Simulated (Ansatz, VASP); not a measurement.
**Two plane-wave programs on BN**

File INCAR:

```
SYSTEM = BN
PREC     = Accurate       ! precision mode
ENCUT    = 520            ! plane-wave cutoff, eV
EDIFF    = 1E-6           ! SCF threshold, eV
ISMEAR   = 0              ! smearing method
SIGMA    = 0.05           ! smearing width, eV
LREAL    = .False.        ! projectors in reciprocal space
LASPH    = .True.         ! aspherical terms in the spheres
NELM     = 60             ! most SCF steps
ALGO     = Normal         ! electronic algorithm
ISIF     = 2              ! what is computed and relaxed
LWAVE    = .False.        ! write WAVECAR
LCHARG   = .False.        ! write CHGCAR
GGA      = PS             ! functional
NBANDS   = 26             ! bands
```

KPOINTS

```
regular mesh
0
Gamma
  6 6 10
  0 0 0
```

Contents of POSCAR:

```
BN
1.0
    4.3652000000      0.0000000000      0.0000000000
    0.0000000000      4.3652000000      0.0000000000
    0.0000000000      0.0000000000      2.6142000000
B N
4 4
Direct
    0.1741337327      0.8258662673      0.5000000000
    0.3258662673      0.3258662673      0.0000000000
    0.6741337327      0.6741337327      0.0000000000
    0.8258662673      0.1741337327      0.5000000000
    0.8123909516      0.8123909516      0.5000000000
    0.3123909516      0.6876090484      0.0000000000
    0.6876090484      0.3123909516      0.0000000000
    0.1876090484      0.1876090484      0.5000000000
```

Input for Ansatz:

```yaml
crystal:
  lattice:
    - [4.3652, 0.0, 0.0]
    - [0.0, 4.3652, 0.0]
    - [0.0, 0.0, 2.6142]
  atoms:
    - { symbol: B, position: [0.1741337327, 0.8258662673, 0.5] }
    - { symbol: B, position: [0.3258662673, 0.3258662673, 0.0] }
    - { symbol: B, position: [0.6741337327, 0.6741337327, 0.0] }
    - { symbol: B, position: [0.8258662673, 0.1741337327, 0.5] }
    - { symbol: "N", position: [0.8123909516, 0.8123909516, 0.5] }
    - { symbol: "N", position: [0.3123909516, 0.6876090484, 0.0] }
    - { symbol: "N", position: [0.6876090484, 0.3123909516, 0.0] }
    - { symbol: "N", position: [0.1876090484, 0.1876090484, 0.5] }
basis:
  ecutwfc: 520.0
kpoints:
  mp_grid: { grid: [6, 6, 10] }
hamiltonian:
  xc: pbesol
  pseudopotentials: { kind: paw, azcp: { folder: soft_1 } }
scf:
  occupations: { method: gaussian, width: 0.05 }
output:
  forces: true
  stress: true
  eigenvalues: true
```

Alike in both runs: task single point; functional PBEsol; k mesh 6 × 6 × 10; occupations gaussian, width 0.05 eV; no spin polarisation.

```csv
,VASP,Ansatz
version,VASP 6.6.1,Ansatz 0.2.0
potentials or method,"VASP PAW PBE potentials, release 64 (B, N), cutoff 520 eV","scalar-relativistic, plane waves, PAW"
valence electrons in the cell,32,32
```

```tsv
	VASP	Ansatz	Ansatz less VASP
gap on the k mesh at the Fermi level (eV)	4.55	4.56	+0.012
least direct gap on the mesh (eV)	5.61	5.62	+0.012
pressure (GPa)	-5.1	-5.8	-0.66
traceless stress, the component that is largest in VASP (GPa)	-20.38	-20.30	+0.084
rms of the force components (eV/Å)	0.150	0.141	-0.0089
```

VASP's potentials were made for PBE, not for PBEsol, and Ansatz warns of the same on its side. Atom by atom the forces differ by 0.009 eV/Å (rms over components).
